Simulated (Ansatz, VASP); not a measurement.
**CuO in VASP and in Ansatz**

INCAR

```
SYSTEM = CuO
ALGO     = Normal         ! electronic algorithm
EDIFF    = 1E-6           ! SCF threshold, eV
ENCUT    = 520            ! plane-wave cutoff, eV
GGA      = PS             ! functional
ISIF     = 2              ! what is computed and relaxed
ISMEAR   = -1             ! smearing method
LASPH    = .True.         ! aspherical terms in the spheres
LCHARG   = .True.         ! write CHGCAR
LELF     = .True.         ! ELF
LREAL    = .False.        ! projectors in reciprocal space
LVHAR    = .True.       
LWAVE    = .False.        ! write WAVECAR
NBANDS   = 25             ! bands
NELM     = 100            ! most SCF steps
PREC     = Accurate       ! precision mode
SIGMA    = 0.1            ! smearing width, eV
```

Contents of KPOINTS:

```
k-points
0
Gamma
  14 14 8
  0 0 0
```

Contents of POSCAR:

```
CuO
1.0
    1.9909680000     -2.1535500000      0.0000000000
    1.9909680000      2.1535500000      0.0000000000
    0.0000000000      0.0000000000      5.1559280000
Cu O
2 2
Direct
    0.0000000000      0.5000000000      0.0000000000
    0.5000000000      0.0000000000      0.5000000000
    0.5000000000      0.5000000000      0.2500000000
    0.5000000000      0.5000000000      0.7500000000
```

Input for Ansatz:

```yaml
crystal:
  lattice:
    - [1.990968, -2.15355, 0.0]
    - [1.990968, 2.15355, 0.0]
    - [0.0, 0.0, 5.155928]
  atoms:
    - { symbol: Cu, position: [0.0, 0.5, 0.0] }
    - { symbol: Cu, position: [0.5, 0.0, 0.5] }
    - { symbol: O, position: [0.5, 0.5, 0.25] }
    - { symbol: O, position: [0.5, 0.5, 0.75] }
basis:
  ecutwfc: 420
kpoints:
  mp_grid: { grid: [14, 14, 8] }
hamiltonian:
  xc: pbesol
scf:
  occupations: { method: fermi_dirac, width: 0.1 }
output:
  forces: true
  stress: true
  eigenvalues: true
```

Alike in both runs: task single point; functional PBEsol; k mesh 14 × 14 × 8; occupations fermi-dirac, width 0.1 eV; no spin polarisation.

```csv
,VASP,Ansatz
version,VASP 6.6.1,Ansatz 0.2.0
potentials or method,"VASP PAW PBE potentials, release 64 (Cu, O), cutoff 520 eV","scalar-relativistic, plane waves, PAW"
valence electrons in the cell,34,50
```

VASP gave:

```
gap on the k mesh at the Fermi level (eV)                     : none
pressure (GPa)                                                : -5.4
traceless stress, the component that is largest in VASP (GPa) : 1.28
```

Task: What did Ansatz give for the same quantities?

Result: gap on the k mesh at the Fermi level (eV): none; pressure (GPa): -6.0; traceless stress, the component that is largest in VASP (GPa): 1.50.

VASP's potentials were made for PBE, not for PBEsol. A gap of «none» marks a metal or a gap that the smearing closes. With one functional, cell and mesh, what is left measures potentials, basis and numerics. VASP's potentials hold 34 valence electrons a cell and Ansatz's 50, so a difference there can come from the potentials and not from the codes.
